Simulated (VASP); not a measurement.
# BiS in VASP: notebook

BiS is run at these levels: PBEsol; tasks: single point.

All numbers are computed with VASP 6.6.1; they aren't measurements. Logs are shortened: lines on timing, memory, paths and dates and some standing lists are left out, and cuts for length are marked.

### 1 The cell of the first run

It takes space group Pm-3m (No. 221, cubic). Conventional cell: a = 3.568 Å, b = 3.568 Å, c = 3.568 Å, α = 90.00°, β = 90.00°, γ = 90.00°. Bi (site symmetry m-3m) has 8 S at 3.09 Å and 6 Bi at 3.57 Å within 4.1 Å. Within 4.1 Å of S (site symmetry m-3m) lie 8 Bi at 3.09 Å and 6 S at 3.57 Å.

### 2 Single point, PBEsol (22.71 Å³/atom)

INCAR

```
PREC = Accurate
ENCUT = 520
EDIFF = 1E-6
ISMEAR = 0
SIGMA = 0.05
LREAL = False
LASPH = True
NELM = 100
ALGO = Normal
ISIF = 2
LWAVE = False
LCHARG = False
GGA = PS
NBANDS = 18
```

KPOINTS

```
Automatic mesh
0
Gamma
  10 10 10
```

POSCAR

```
BiS
1.0
    3.5679539129      0.0000000000      0.0000000000
    0.0000000000      3.5679539129      0.0000000000
    0.0000000000      0.0000000000      3.5679539129
Bi S
1 1
Direct
    0.0000000000      0.0000000000      0.0000000000
    0.5000000000      0.5000000000      0.5000000000
```

Potentials or basis: VASP PAW PBE potentials, release 64 (Bi_d, S).

Started as:

```console
$ cat potpaw_PBE.64/Bi_d/POTCAR potpaw_PBE.64/S/POTCAR > POTCAR
$ mpirun -np 1 vasp_std > vasp.out
```

OUTCAR:

```text
PREC = Accurate
   ENCUT = 520
   EDIFF = 1E-6
   ISMEAR = 0
   LREAL = False
   LASPH = True
   NELM = 100
   ISIF = 2
   GGA = PS

 ion  position               nearest neighbor table
   1  0.000  0.000  0.000-   2 3.09   2 3.09   2 3.09   2 3.09   2 3.09   2 3.09   2 3.09   2 3.09

   2  0.500  0.500  0.500-   1 3.09   1 3.09   1 3.09   1 3.09   1 3.09   1 3.09   1 3.09   1 3.09

  LATTYP: Found a simple cubic cell.
 ALAT       =     3.5679539129

  Lattice vectors:

 A1 = (   3.5679539129,   0.0000000000,   0.0000000000)
 A2 = (   0.0000000000,   3.5679539129,   0.0000000000)
 A3 = (   0.0000000000,   0.0000000000,   3.5679539129)

Analysis of symmetry for initial positions (statically):
=====================================================================
 Subroutine PRICEL returns:
 Original cell was already a primitive cell.

 Routine SETGRP: Setting up the symmetry group for a
 simple cubic supercell.

 Subroutine GETGRP returns: Found 48 space group operations
 (whereof 48 operations were pure point group operations)
 out of a pool of 48 trial point group operations.

The static configuration has the point symmetry O_h .

Analysis of symmetry for dynamics (positions and initial velocities):
=====================================================================
 Subroutine PRICEL returns:
 Original cell was already a primitive cell.

 Routine SETGRP: Setting up the symmetry group for a
 simple cubic supercell.

 Subroutine GETGRP returns: Found 48 space group operations
 (whereof 48 operations were pure point group operations)
 out of a pool of 48 trial point group operations.

The dynamic configuration has the point symmetry O_h .

 Subroutine INISYM returns: Found 48 space group operations
 (whereof 48 operations are pure point group operations),
 and found     1 'primitive' translations

----------------------------------------------------------------------------------------

                                     Primitive cell

  volume of cell :      45.4211

  direct lattice vectors                    reciprocal lattice vectors
     3.567953913  0.000000000  0.000000000     0.280272679  0.000000000  0.000000000
     0.000000000  3.567953913  0.000000000     0.000000000  0.280272679  0.000000000
     0.000000000  0.000000000  3.567953913     0.000000000  0.000000000  0.280272679

  length of vectors
     3.567953913  3.567953913  3.567953913     0.280272679  0.280272679  0.280272679

  position of ions in fractional coordinates (direct lattice)
     0.000000000  0.000000000  0.000000000
     0.500000000  0.500000000  0.500000000

  ion indices of the primitive-cell ions
   primitive index   ion index
                 1           1
                 2           2

----------------------------------------------------------------------------------------

 KPOINTS: Automatic mesh

Automatic generation of k-mesh.
 Grid dimensions read from file:
 generate k-points for:   10   10   10

 Generating k-lattice:

  Cartesian coordinates                     Fractional coordinates (reciprocal lattice)
     0.028027268  0.000000000  0.000000000     0.100000000  0.000000000  0.000000000
     0.000000000  0.028027268  0.000000000     0.000000000  0.100000000  0.000000000
     0.000000000  0.000000000  0.028027268     0.000000000  0.000000000  0.100000000

  Length of vectors
     0.028027268  0.028027268  0.028027268

  Shift w.r.t. Gamma in fractional coordinates (k-lattice)
     0.000000000  0.000000000  0.000000000

 Subroutine IBZKPT returns following result:
 ===========================================

 Found     56 irreducible k-points:

 Following reciprocal coordinates:
            Coordinates               Weight
  0.000000  0.000000  0.000000      1.000000
  0.100000  0.000000  0.000000      6.000000
  0.200000  0.000000  0.000000      6.000000
  0.300000  0.000000  0.000000      6.000000
  0.400000  0.000000  0.000000      6.000000
  0.500000  0.000000  0.000000      3.000000
[... 16 lines left out ...]
  0.200000  0.100000  0.100000     24.000000
  0.300000  0.100000  0.100000     24.000000
 [... further k-points ...]
   k-points           NKPTS =     56   k-points in BZ     NKDIM =     56   number of bands    NBANDS=     18
   number of dos      NEDOS =    301   number of ions     NIONS =      2
   total plane-waves  NPLWV =  21952
   dimension x,y,z NGX =    28 NGY =   28 NGZ =   28
   dimension x,y,z NGXF=    56 NGYF=   56 NGZF=   56
   ions per type =               1   1
   NGX,Y,Z   is equivalent  to a cutoff of  13.05, 13.05, 13.05 a.u.
   NGXF,Y,Z  is equivalent  to a cutoff of  26.09, 26.09, 26.09 a.u.
 SYSTEM =  unknown system
   PREC   = accura    normal or accurate (medium, high low for compatibility)
   ISTART =      0    job   : 0-new  1-cont  2-samecut
   ICHARG =      2    charge: 1-file 2-atom 10-const
   ISPIN  =      1    spin polarized calculation?
   LNONCOLLINEAR =      F non collinear calculations
   LSORBIT =      F    spin-orbit coupling
   LASPH  =      T    aspherical Exc in radial PAW
   ENCUT  =  520.0 eV  38.22 Ry    6.18 a.u.   6.63  6.63  6.63*2*pi/ulx,y,z
   NELM   =    100;   NELMIN=  2; NELMDL= -5     # of ELM steps
   EDIFF  = 0.1E-05   stopping-criterion for ELM
   LREAL  =      F    real-space projection
   EDIFFG = 0.1E-04   stopping-criterion for IOM
   NSW    =      0    number of steps for IOM
   IBRION =     -1    ionic relax: 0-MD 1-quasi-New 2-CG
   NFREE  =      0    steps in history (QN), initial steepest desc. (CG)
   ISIF   =      2    stress and relaxation
   ISYM   =      2    0-nonsym 1-usesym 2-fastsym
   POTIM  = 0.5000    time-step for ionic-motion
   TEBEG  =    0.0;   TEEND  =   0.0 temperature during run
   PSTRESS=    0.0 pullay stress
   NELECT =      21.0000    total number of electrons
   NUPDOWN=      -1.0000    fix difference up-down
   EMIN   =  10.00;   EMAX   =-10.00  energy-range for DOS
   EFERMI =   0.00;   METHOD = LEGACY
   ISMEAR =     0;   SIGMA  =   0.05  broadening in eV -4-tet -1-fermi 0-gaus
   EFERMI_NEDOS =   21; number of points for ismear=-14 and -15
   IALGO  =     38    algorithm
   IMIX   =      4    mixing-type and parameters
     AMIX     =   0.40;   BMIX     =  1.00
     AMIX_MAG =   1.60;   BMIX_MAG =  1.00
  volume/ion in A,a.u.               =      22.71       153.26
  Fermi-wavevector in a.u.,A,eV,Ry     =   1.265888  2.392182 21.802969  1.602473
  Thomas-Fermi vector in A             =   2.399118
   LORBIT       =      0    0 simple, 1 ext, 2 COOP (PROOUT), +10 PAW based schemes
   GGA     = PS    functional components
   LHFCALC =     F    Hartree Fock is set to
   AEXX    =    0.0000 exact exchange contribution
   IVDW    =     0    specifies the selected vdW correction
   LEPSILON=     F    determine dielectric tensor
   LRPA    =     F    only Hartree local field effects (RPA)
 non-spin polarized calculation
 Gauss-broadening in eV      SIGMA  =   0.05
  energy-cutoff  :      520.00
  volume of cell :       45.42
 maximum number of plane-waves:      1246
 NGX is ok and might be reduce to    28
   NGX = 13   NGY = 13   NGZ = 13

 number of electron      21.0000002 magnetization

 Free energy of the ion-electron system (eV)
  ---------------------------------------------------
  ext. energy  EPLUGINS =         0.00000000
  ---------------------------------------------------
  free energy    TOTEN  =        -8.83749654 eV

  energy without entropy =       -8.83655856  energy(sigma->0) =       -8.83702755

 E-fermi :   8.3869     XC(G=0): -10.8776

 val. band max:        8.3496436762   @ k =   0.3000   0.3000   0.3000
 cond. band min:       8.3900957823   @ k =   0.5000   0.1000   0.1000
 fundamental gap:      0.0404521061
 Fermi energy:         8.3868695896

 k-point     1 :       0.0000    0.0000    0.0000
  band No.  band energies     occupation
      1     -15.2733      2.00000
      2     -15.2733      2.00000
      3     -15.1315      2.00000
      4     -15.1315      2.00000
      5     -15.1315      2.00000
      6      -7.0316      2.00000
[... 10 lines left out ...]
     17      19.8814      0.00000
     18      19.8814      0.00000

 k-point     2 :       0.1000    0.0000    0.0000
  band No.  band energies     occupation
      1     -15.2728      2.00000
      2     -15.2624      2.00000
      3     -15.1350      2.00000
      4     -15.1350      2.00000
      5     -15.1311      2.00000
      6      -6.9274      2.00000
[... 10 lines left out ...]
     17      19.6300      0.00000
     18      19.8882      0.00000

 k-point     3 :       0.2000    0.0000    0.0000
  band No.  band energies     occupation
      1     -15.2714      2.00000
      2     -15.2339      2.00000
      3     -15.1442      2.00000
      4     -15.1442      2.00000
      5     -15.1303      2.00000
      6      -6.6185      2.00000
[... 10 lines left out ...]
     17      19.5343      0.00000
     18      19.5527      0.00000

 k-point     4 :       0.3000    0.0000    0.0000
  band No.  band energies     occupation
      1     -15.2697      2.00000
      2     -15.1986      2.00000
      3     -15.1555      2.00000
      4     -15.1555      2.00000
      5     -15.1292      2.00000
      6      -6.1195      2.00000
[... 375 lines left out ...]
      4     -15.1380      2.00000
      5     -15.1380      2.00000
      6      -6.7209      2.00000
[... 10 lines left out ...]
     17      18.8111      0.00000
     18      19.7773      0.00000

 k-point    23 :       0.2000    0.1000    0.1000
  band No.  band energies     occupation
      1     -15.2548      2.00000
      2     -15.2274      2.00000
      3     -15.1483      2.00000
      4     -15.1474      2.00000
      5     -15.1373      2.00000
      6      -6.4163      2.00000
[... 10 lines left out ...]
     17      18.6119      0.00000
     18      20.1101      0.00000

 k-point    24 :       0.3000    0.1000    0.1000
  band No.  band energies     occupation
      1     -15.2532      2.00000
      2     -15.1918      2.00000
      3     -15.1603      2.00000
      4     -15.1590      2.00000
      5     -15.1361      2.00000
      6      -5.9274      2.00000
[... 10 lines left out ...]
     17      17.9861      0.00000
     18      20.0646      0.00000

 [... further k-points ...]
[... 5 lines left out ...]
  --------------------------------------------------------------------------------------
  -------------------------------------------------------------------------------------
  Total       -0.8600374     -0.8600374     -0.8600374      0.0000000      0.0000000     -0.0000000
  in kB      -30.3368326    -30.3368326    -30.3368326      0.0000000      0.0000000     -0.0000000
  external PRESSURE =     -30.3368326 kB  Pullay stress =       0.0000000 kB

 VOLUME and BASIS-vectors are now :
 -----------------------------------------------------------------------------
  energy-cutoff  :      520.00
  volume of cell :       45.42
      direct lattice vectors                 reciprocal lattice vectors
     3.567953913  0.000000000  0.000000000     0.280272679  0.000000000  0.000000000
     0.000000000  3.567953913  0.000000000     0.000000000  0.280272679  0.000000000
     0.000000000  0.000000000  3.567953913     0.000000000  0.000000000  0.280272679

 POSITION                                       TOTAL-FORCE (eV/Angst)
 -----------------------------------------------------------------------------------
      0.00000      0.00000      0.00000         0.000000      0.000000      0.000000
      1.78398      1.78398      1.78398         0.000000      0.000000      0.000000
 -----------------------------------------------------------------------------------
    total drift:                               -0.000000      0.000000      0.000000

  FREE ENERGIE OF THE ION-ELECTRON SYSTEM (eV)
  ---------------------------------------------------
  free  energy   TOTEN  =        -8.8374965429 eV

  energy  without entropy=       -8.8365585647  energy(sigma->0) =       -8.83702755
```

Run time: 54 s. Hardware: 1 thread of Intel Xeon 8259CL, shared host; peak memory 0.18 GiB.

What came out:

```
Free energy            : -8.8375 eV
Pressure               : -3.0 GPa
Band gap on the k mesh : zero (an odd number of electrons rules out a gap without spin polarisation)
```

Caveat: the cell stands under tension; the PAW data sets were made with another functional, which shifts forces and pressure a little; spin-orbit coupling is left out, which moves the levels of the heavy elements.

### 3 Single point, PBEsol

This run uses another cell than the first one, of 21.84 Å³/atom.

INCAR

```
ALGO = Normal
EDIFF = 1E-6
ENCUT = 520
GGA = PS
ISIF = 2
ISMEAR = 0
LASPH = True
LCHARG = False
LREAL = False
LWAVE = False
NBANDS = 18
NELM = 80
PREC = Accurate
SIGMA = 0.05
```

KPOINTS

```
k-points
0
Gamma
  10 10 10
```

POSCAR

```
BiS
1.0
    3.5216116037      0.0000000000      0.0000000000
    0.0000000000      3.5216116037      0.0176080580
    0.0000000000      0.0176080580      3.5216116037
Bi S
1 1
Direct
    0.0000000000      0.0000000000      0.0000000000
    0.5000000000      0.5000000000      0.5000000000
```

Potentials or basis: VASP PAW PBE potentials, release 64 (Bi_d, S).

Started as:

```console
$ cat potpaw_PBE.64/Bi_d/POTCAR potpaw_PBE.64/S/POTCAR > POTCAR
$ mpirun -np 1 vasp_std > vasp.out
```

Wall time 2.2 min (1 thread of Intel Xeon 8259CL, shared host); peak memory 0.27 GiB.

The run converged. Its results:

| Item | Value |
| --- | --- |
| Free energy | -8.8539 eV |
| Pressure | 0.0 GPa |
| Band gap on the k mesh | zero (an odd number of electrons rules out a gap without spin polarisation) |

Stress tensor (GPa, compression positive):
```
-0.11  0.00  0.00
 0.00 -0.01  0.08
 0.00  0.08 -0.01
```

Levels at points of the mesh, in eV from the Fermi level:
```
           k point  band 6  band 7  band 8  band 9  band 10  band 11  band 12  band 13  band 14  band 15
(0.00, 0.00, 0.00)  -15.77   -9.19   -3.44   -3.39    -3.34     3.55     3.55     4.64     4.71     4.78
(0.50, 0.00, 0.00)  -13.63  -12.50   -1.91   -1.87    -1.86    -1.78     1.52     1.61     5.07     7.32
(0.00, 0.50, 0.00)  -13.63  -12.50   -1.91   -1.88    -1.84    -1.78     1.56     1.57     5.07     7.32
(0.50, 0.50, 0.00)  -12.66  -10.87   -6.77   -6.77    -1.60     2.50     2.51     3.51     5.76     7.68
(0.00, 0.50, 0.50)  -12.67  -10.86   -6.78   -6.76    -1.60     2.47     2.54     3.50     5.76     7.74
(0.50, 0.50, 0.50)  -12.26   -9.58   -4.21   -4.20    -4.19    -3.11    -3.08    -3.05    12.96    13.04
```

Caveat: the PAW data sets were made with another functional, which shifts forces and pressure a little; spin-orbit coupling is left out, which moves the levels of the heavy elements.

(Part 1 of 2 ends here.)
